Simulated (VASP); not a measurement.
SrTiO3: single point with r2SCAN+U

The system is SrTiO3.

```
Sr Ti O
1.0
     3.91771    0.00000    0.00000
     0.00000    3.91771    0.00000
     0.11753    0.00000    3.91771
Sr Ti O
1 1 3
Direct
  0.00000 0.00000 0.00000
  0.50000 0.50000 0.50000
  0.50000 0.00000 0.50000
  0.50000 0.50000 0.00000
  0.00000 0.50000 0.50000
```

This cell differs from its parent crystal: shear of c along a, cell held: +3.0 %.

```
Program             : VASP 6.6.1
Task                : single point
Functional          : r2SCAN
Potentials or basis : VASP PAW PBE potentials, release 64 (Sr_sv, Ti_sv, O)
Cutoff              : 520 eV
k mesh              : 6 × 6 × 6
Occupations         : gaussian, width 0.02 eV
Spin                : no spin polarisation
Hubbard terms       : Ti d U = 4.0 eV
```

| Quantity | Value |
| --- | --- |
| Pressure | 3.2 GPa |
| Band gap on the k mesh | 2.75 eV, indirect (least direct gap 3.13 eV) |

Stress tensor (GPa, compression positive):
```
 3.15  0.00 -3.65
 0.00  3.20  0.00
-3.65  0.00  3.25
```

Levels at points of the mesh, in eV from the valence-band top:
```
           k point  band 16  band 17  band 18  band 19  band 20  band 21  band 22  band 23  band 24  band 25
(0.00, 0.00, 0.00)    -1.23    -1.17    -0.53    -0.47    -0.37     2.75     2.80     2.87     4.56     4.57
(0.50, 0.00, 0.00)    -2.26    -2.26    -2.02    -0.86    -0.86     3.00     4.56     4.65     4.66     6.79
(0.00, 0.50, 0.00)    -2.27    -2.25    -2.01    -1.00    -0.70     3.00     4.58     4.62     4.67     6.79
(0.50, 0.50, 0.00)    -2.75    -1.97    -1.63    -1.63    -0.11     4.65     4.66     5.16     5.54     8.48
(0.00, 0.00, 0.50)    -2.25    -2.25    -2.02    -0.86    -0.86     3.00     4.56     4.64     4.65     6.78
(0.50, 0.00, 0.50)    -2.70    -1.98    -1.66    -1.62    -0.10     4.62     4.70     5.15     5.55     8.47
(0.00, 0.50, 0.50)    -2.75    -1.97    -1.64    -1.63    -0.11     4.65     4.66     5.16     5.55     8.48
(0.50, 0.50, 0.50)    -3.69    -3.63    -0.04    -0.01     0.00     5.33     5.36     5.40     7.41     7.53
```

Eigenvalues of the final occupation matrices:
| site | spin | trace | eigenvalues |
| --- | --- | --- | --- |
| site 2 d | 1 | 0.78 | 0.09 0.09 0.10 0.25 0.25 |
| site 2 d | 2 | 0.78 | 0.09 0.09 0.10 0.25 0.25 |

It took 4 min on 1 thread of Intel(R) Xeon(R) 6975P-C (Granite Rapids) (shared host), peak memory 0.26 GiB.

Caveat: the cell differs from its parent crystal (shear of c along a, cell held: +3.0 %); the PAW data sets were made with another functional, which shifts forces and pressure a little. A k mesh can miss the band edges.
